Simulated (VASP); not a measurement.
# Na (Im-3m) in VASP: further runs

The runs below take Na through single point, relaxation of volume and atoms at fixed shape, with r2SCAN.

Everything below comes from runs of VASP 6.6.1. Logs are shortened: lines on timing, memory, paths and dates and some standing lists are left out, and cuts for length are marked.

### Step 1. The cell of the first run

It takes space group Im-3m (No. 229, cubic). The conventional cell has a = 4.221 Å, b = 4.221 Å, c = 4.221 Å, α = 90.00°, β = 90.00°, γ = 90.00°. Within 4.8 Å of Na (site symmetry m-3m) lie 14 Na at 3.66 to 4.22 Å.

### Step 2. Single point, r2SCAN

Input file POSCAR:

```
Na
1.0
    4.2206239049      0.0000000000      0.0000000000
    0.0000000000      4.2206239049      0.0000000000
    0.0000000000      0.0000000000      4.2206239049
Na
2
Direct
    0.0000000000      0.0000000000      0.0000000000
    0.5000000000      0.5000000000      0.5000000000
```

Input file INCAR.step1:

```
ALGO = Normal ; EDIFF = 1E-4
ENCUT = 520 ; GGA = PE
ISMEAR = 0 ; LASPH = True
LCHARG = False ; LREAL = False
LWAVE = True ; NBANDS = 14
NELM = 80 ; PREC = Accurate
SIGMA = 0.1
```

Input file INCAR.step2:

```
ALGO = Normal ; EDIFF = 1E-6
ENCUT = 520 ; ISIF = 2
ISMEAR = 0 ; ISTART = 1
LASPH = True ; LCHARG = False
LMIXTAU = True ; LREAL = False
LWAVE = False ; METAGGA = R2SCAN
NBANDS = 14 ; NELM = 80
PREC = Accurate ; SIGMA = 0.1
```

Input file KPOINTS:

```
k-points
0
Gamma
  10 10 10
```

Potentials or basis: VASP PAW PBE potentials, release 64 (Na_pv).

Started as:

```sh
cat potpaw_PBE.64/Na_pv/POTCAR > POTCAR
cp INCAR.step1 INCAR
mpirun -np 1 vasp_std > vasp.out
cp INCAR.step2 INCAR
mpirun -np 1 vasp_std > vasp.out
```

OUTCAR:

```text
EDIFF = 1E-6
   ENCUT = 520
   ISIF = 2
   ISMEAR = 0
   ISTART = 1
   LASPH = True
   LREAL = False
   METAGGA = R2SCAN
   NELM = 80
   PREC = Accurate

 ion  position               nearest neighbor table
   1  0.000  0.000  0.000-
   2  0.500  0.500  0.500-

  LATTYP: Found a simple cubic cell.
 ALAT       =     4.2206239049

  Lattice vectors:

 A1 = (   4.2206239049,   0.0000000000,   0.0000000000)
 A2 = (   0.0000000000,   4.2206239049,   0.0000000000)
 A3 = (   0.0000000000,   0.0000000000,   4.2206239049)

Analysis of symmetry for initial positions (statically):
=====================================================================
 Subroutine PRICEL returns following result:

  LATTYP: Found a body centered cubic cell.
 ALAT       =     4.2206239049

  Lattice vectors:

 A1 = (   2.1103119525,   2.1103119525,  -2.1103119524)
 A2 = (  -2.1103119525,   2.1103119524,   2.1103119524)
 A3 = (   2.1103119525,  -2.1103119524,   2.1103119525)

   2 primitive cells build up your supercell.

 Routine SETGRP: Setting up the symmetry group for a
 simple cubic supercell.

 Subroutine GETGRP returns: Found 48 space group operations
 (whereof 48 operations were pure point group operations)
 out of a pool of 48 trial point group operations.

The static configuration has the point symmetry O_h .

Analysis of symmetry for dynamics (positions and initial velocities):
=====================================================================
 Subroutine PRICEL returns following result:

  LATTYP: Found a body centered cubic cell.
 ALAT       =     4.2206239049

  Lattice vectors:

 A1 = (   2.1103119525,   2.1103119525,  -2.1103119524)
 A2 = (  -2.1103119525,   2.1103119524,   2.1103119524)
 A3 = (   2.1103119525,  -2.1103119524,   2.1103119525)

   2 primitive cells build up your supercell.

 Routine SETGRP: Setting up the symmetry group for a
 simple cubic supercell.

 Subroutine GETGRP returns: Found 48 space group operations
 (whereof 48 operations were pure point group operations)
 out of a pool of 48 trial point group operations.

The dynamic configuration has the point symmetry O_h .

 Subroutine INISYM returns: Found 48 space group operations
 (whereof 48 operations are pure point group operations),
 and found     2 'primitive' translations

----------------------------------------------------------------------------------------

                                     Primitive cell

  volume of cell :      37.5924

  direct lattice vectors                    reciprocal lattice vectors
     2.110311952  2.110311952 -2.110311952     0.236931796  0.236931796  0.000000000
    -2.110311952  2.110311952  2.110311952    -0.000000000  0.236931796  0.236931796
     2.110311952 -2.110311952  2.110311952     0.236931796  0.000000000  0.236931796

  length of vectors
     3.655167521  3.655167521  3.655167521     0.335072159  0.335072159  0.335072159

  position of ions in fractional coordinates (direct lattice)
     0.000000000  0.000000000  0.000000000

  ion indices of the primitive-cell ions
   primitive index   ion index
                 1           1

----------------------------------------------------------------------------------------

 KPOINTS: k-points

Automatic generation of k-mesh.
 Grid dimensions read from file:
 generate k-points for:   10   10   10

 Generating k-lattice:

  Cartesian coordinates                     Fractional coordinates (reciprocal lattice)
     0.023693180  0.000000000  0.000000000     0.100000000  0.000000000  0.000000000
     0.000000000  0.023693180  0.000000000     0.000000000  0.100000000  0.000000000
     0.000000000  0.000000000  0.023693180     0.000000000  0.000000000  0.100000000

  Length of vectors
     0.023693180  0.023693180  0.023693180

  Shift w.r.t. Gamma in fractional coordinates (k-lattice)
     0.000000000  0.000000000  0.000000000

 Subroutine IBZKPT returns following result:
 ===========================================

 Found     56 irreducible k-points:

 Following reciprocal coordinates:
            Coordinates               Weight
  0.000000  0.000000  0.000000      1.000000
  0.100000  0.000000  0.000000      6.000000
  0.200000  0.000000  0.000000      6.000000
  0.300000  0.000000  0.000000      6.000000
  0.400000  0.000000  0.000000      6.000000
  0.500000  0.000000  0.000000      3.000000
[... 16 lines left out ...]
  0.200000  0.100000  0.100000     24.000000
  0.300000  0.100000  0.100000     24.000000
 [... further k-points ...]
   k-points           NKPTS =     56   k-points in BZ     NKDIM =     56   number of bands    NBANDS=     14
   number of dos      NEDOS =    301   number of ions     NIONS =      2
   total plane-waves  NPLWV =  32768
   dimension x,y,z NGX =    32 NGY =   32 NGZ =   32
   dimension x,y,z NGXF=    64 NGYF=   64 NGZF=   64
   ions per type =               2
   NGX,Y,Z   is equivalent  to a cutoff of  12.60, 12.60, 12.60 a.u.
   NGXF,Y,Z  is equivalent  to a cutoff of  25.21, 25.21, 25.21 a.u.
 SYSTEM =  unknown system
   PREC   = accura    normal or accurate (medium, high low for compatibility)
   ISTART =      1    job   : 0-new  1-cont  2-samecut
   ICHARG =      0    charge: 1-file 2-atom 10-const
   ISPIN  =      1    spin polarized calculation?
   LNONCOLLINEAR =      F non collinear calculations
   LSORBIT =      F    spin-orbit coupling
   LASPH  =      T    aspherical Exc in radial PAW
   ENCUT  =  520.0 eV  38.22 Ry    6.18 a.u.   7.85  7.85  7.85*2*pi/ulx,y,z
   NELM   =     80;   NELMIN=  2; NELMDL=  0     # of ELM steps
   EDIFF  = 0.1E-05   stopping-criterion for ELM
   LREAL  =      F    real-space projection
   EDIFFG = 0.1E-04   stopping-criterion for IOM
   NSW    =      0    number of steps for IOM
   IBRION =     -1    ionic relax: 0-MD 1-quasi-New 2-CG
   NFREE  =      0    steps in history (QN), initial steepest desc. (CG)
   ISIF   =      2    stress and relaxation
   ISYM   =      2    0-nonsym 1-usesym 2-fastsym
   POTIM  = 0.5000    time-step for ionic-motion
   TEBEG  =    0.0;   TEEND  =   0.0 temperature during run
   PSTRESS=    0.0 pullay stress
   NELECT =      14.0000    total number of electrons
   NUPDOWN=      -1.0000    fix difference up-down
   EMIN   =  10.00;   EMAX   =-10.00  energy-range for DOS
   EFERMI =   0.00;   METHOD = LEGACY
   ISMEAR =     0;   SIGMA  =   0.10  broadening in eV -4-tet -1-fermi 0-gaus
   EFERMI_NEDOS =   21; number of points for ismear=-14 and -15
   IALGO  =     38    algorithm
   IMIX   =      4    mixing-type and parameters
     AMIX     =   0.40;   BMIX     =  1.00
     AMIX_MAG =   1.60;   BMIX_MAG =  1.00
  volume/ion in A,a.u.               =      37.59       253.69
  Fermi-wavevector in a.u.,A,eV,Ry     =   0.934848  1.766606 11.890678  0.873940
  Thomas-Fermi vector in A             =   2.061695
   LORBIT       =      0    0 simple, 1 ext, 2 COOP (PROOUT), +10 PAW based schemes
   METAGGA = R2SCAN    functional components
   LHFCALC =     F    Hartree Fock is set to
   AEXX    =    0.0000 exact exchange contribution
   IVDW    =     0    specifies the selected vdW correction
   LEPSILON=     F    determine dielectric tensor
   LRPA    =     F    only Hartree local field effects (RPA)
 non-spin polarized calculation
 Gauss-broadening in eV      SIGMA  =   0.10
  energy-cutoff  :      520.00
  volume of cell :       75.18
 maximum number of plane-waves:      2048
 NGX is ok and might be reduce to    32
   NGX = 15   NGY = 15   NGZ = 15

 number of electron      14.0000004 magnetization

 Free energy of the ion-electron system (eV)
  ---------------------------------------------------
  ext. energy  EPLUGINS =         0.00000000
  ---------------------------------------------------
  free energy    TOTEN  =        -7.10911586 eV

  energy without entropy =       -7.10504827  energy(sigma->0) =       -7.10708206

 E-fermi :   0.3168     XC(G=0):  -6.8779

 val. band max:        0.2814286126   @ k =   0.4000   0.1000   0.1000
 cond. band min:       0.4522498308   @ k =   0.4000   0.2000   0.0000
 fundamental gap:      0.1708212182
 Fermi energy:         0.3168074544

 k-point     1 :       0.0000    0.0000    0.0000
  band No.  band energies     occupation
      1     -25.7393      2.00000
      2     -25.7393      2.00000
      3     -25.7393      2.00000
      4     -25.7145      2.00000
      5     -25.7145      2.00000
      6     -25.7145      2.00000
      7      -3.1494      2.00000
      8       4.9872      0.00000
      9       4.9872      0.00000
     10       5.5612      0.00000
     11       5.5612      0.00000
     12       5.5612      0.00000
     13       9.1076      0.00000
     14      12.6386      0.00000

 k-point     2 :       0.1000    0.0000    0.0000
  band No.  band energies     occupation
      1     -25.7392      2.00000
      2     -25.7387      2.00000
      3     -25.7387      2.00000
      4     -25.7157      2.00000
      5     -25.7151      2.00000
      6     -25.7151      2.00000
      7      -3.0561      2.00000
      8       3.8476      0.00000
      9       5.0789      0.00000
     10       5.6387      0.00000
     11       5.6387      0.00000
     12       6.5565      0.00000
     13       9.4956      0.00000
     14      11.8111      0.00000

 k-point     3 :       0.2000    0.0000    0.0000
  band No.  band energies     occupation
      1     -25.7388      2.00000
      2     -25.7368      2.00000
      3     -25.7368      2.00000
      4     -25.7188      2.00000
      5     -25.7168      2.00000
      6     -25.7168      2.00000
      7      -2.7774      2.00000
      8       2.4941      0.00000
      9       5.3539      0.00000
     10       5.8717      0.00000
     11       5.8717      0.00000
     12       7.4767      0.00000
     13      10.5634      0.00000
     14      10.5636      0.00000

 k-point     4 :       0.3000    0.0000    0.0000
  band No.  band energies     occupation
      1     -25.7377      2.00000
      2     -25.7339      2.00000
      3     -25.7339      2.00000
      4     -25.7232      2.00000
      5     -25.7194      2.00000
      6     -25.7194      2.00000
      7      -2.3161      2.00000
      8       1.2344      0.00000
      9       5.8122      0.00000
     10       6.2609      0.00000
     11       6.2609      0.00000
     12       8.2221      0.00000
     13       9.3987      0.00000
     14       9.3987      0.00000

 k-point     5 :       0.4000    0.0000    0.0000
  band No.  band energies     occupation
      1     -25.7356      2.00000
      2     -25.7304      2.00000
      3     -25.7304      2.00000
      4     -25.7280      2.00000
      5     -25.7227      2.00000
      6     -25.7227      2.00000
      7      -1.6769      2.00000
      8       0.1082      1.99683
      9       6.4536      0.00000
     10       6.8077      0.00000
     11       6.8077      0.00000
[... 276 lines left out ...]
 k-point    22 :       0.1000    0.1000    0.1000
  band No.  band energies     occupation
      1     -25.7396      2.00000
      2     -25.7396      2.00000
      3     -25.7349      2.00000
      4     -25.7199      2.00000
      5     -25.7151      2.00000
      6     -25.7151      2.00000
      7      -2.8702      2.00000
      8       3.8018      0.00000
      9       3.8018      0.00000
     10       5.0258      0.00000
     11       7.2652      0.00000
     12       7.2652      0.00000
     13      10.0755      0.00000
     14      10.5590      0.00000

 k-point    23 :       0.2000    0.1000    0.1000
  band No.  band energies     occupation
      1     -25.7408      2.00000
      2     -25.7376      2.00000
      3     -25.7320      2.00000
      4     -25.7238      2.00000
      5     -25.7168      2.00000
      6     -25.7153      2.00000
      7      -2.5924      2.00000
      8       2.6266      0.00000
      9       4.0579      0.00000
     10       5.0841      0.00000
     11       7.5170      0.00000
     12       8.4159      0.00000
     13       9.1581      0.00000
     14       9.7374      0.00000

 k-point    24 :       0.3000    0.1000    0.1000
  band No.  band energies     occupation
      1     -25.7410      2.00000
      2     -25.7346      2.00000
      3     -25.7287      2.00000
      4     -25.7286      2.00000
      5     -25.7195      2.00000
      6     -25.7167      2.00000
      7      -2.1327      2.00000
      8       1.3978      0.00000
      9       4.4846      0.00000
     10       5.4635      0.00000
     11       7.8917      0.00000
     12       7.9376      0.00000
     13       8.6531      0.00000
     14       9.2667      0.00000

 [... further k-points ...]

------------------------ aborting loop because EDIFF is reached ----------------------------------------

  FORCE on cell =-STRESS in cart. coord.  units (eV):
  Direction    XX          YY          ZZ          XY          YZ          ZX
  --------------------------------------------------------------------------------------
  -------------------------------------------------------------------------------------
  Total       -0.0316524     -0.0316524     -0.0316524     -0.0000000     -0.0000000     -0.0000000
  in kB       -0.6745087     -0.6745087     -0.6745087     -0.0000000     -0.0000000     -0.0000000
  external PRESSURE =      -0.6745087 kB  Pullay stress =       0.0000000 kB

 VOLUME and BASIS-vectors are now :
 -----------------------------------------------------------------------------
  energy-cutoff  :      520.00
  volume of cell :       75.18
      direct lattice vectors                 reciprocal lattice vectors
     4.220623905  0.000000000  0.000000000     0.236931796  0.000000000  0.000000000
     0.000000000  4.220623905  0.000000000     0.000000000  0.236931796  0.000000000
     0.000000000  0.000000000  4.220623905     0.000000000  0.000000000  0.236931796

 POSITION                                       TOTAL-FORCE (eV/Angst)
 -----------------------------------------------------------------------------------
      0.00000      0.00000      0.00000         0.000000     -0.000000     -0.000000
      2.11031      2.11031      2.11031        -0.000000      0.000000      0.000000
 -----------------------------------------------------------------------------------
    total drift:                                0.000000      0.000000     -0.000000

  FREE ENERGIE OF THE ION-ELECTRON SYSTEM (eV)
  ---------------------------------------------------
  free  energy   TOTEN  =        -7.1091158570 eV

  energy  without entropy=       -7.1050482726  energy(sigma->0) =       -7.10708206
```

Run time: 68 s. Hardware: 1 thread of Intel Xeon Platinum 8375C at 2.90GHz (Ice Lake), shared host; peak memory 0.2 GiB.

Results:

```yaml
Free_energy: -7.1091 eV
Pressure: -0.1 GPa
Band_gap_on_the_k_mesh: zero (bands 7 and 8 overlap by 4.00 eV)
```

Levels at points of the mesh, in eV from the Fermi level:
```tsv
k point	band 4	band 5	band 6	band 7	band 8	band 9	band 10	band 11
(0.00, 0.00, 0.00)	-26.03	-26.03	-26.03	-3.47	4.67	4.67	5.24	5.24
(0.50, 0.00, 0.00)	-26.04	-26.04	-26.04	-1.18	-1.18	6.96	6.96	7.20
(0.50, 0.50, 0.00)	-26.04	-26.03	-26.03	0.71	0.71	1.41	1.41	8.60
(0.50, 0.50, 0.50)	-26.05	-26.05	-26.05	2.81	2.81	2.81	2.81	2.81
```

Caveat: the PAW data sets were made with another functional, which shifts forces and pressure a little.

(Continued in part 2 of 2.)

The gap in the log of VASP goes by the Fermi energy; the results here count the filled bands.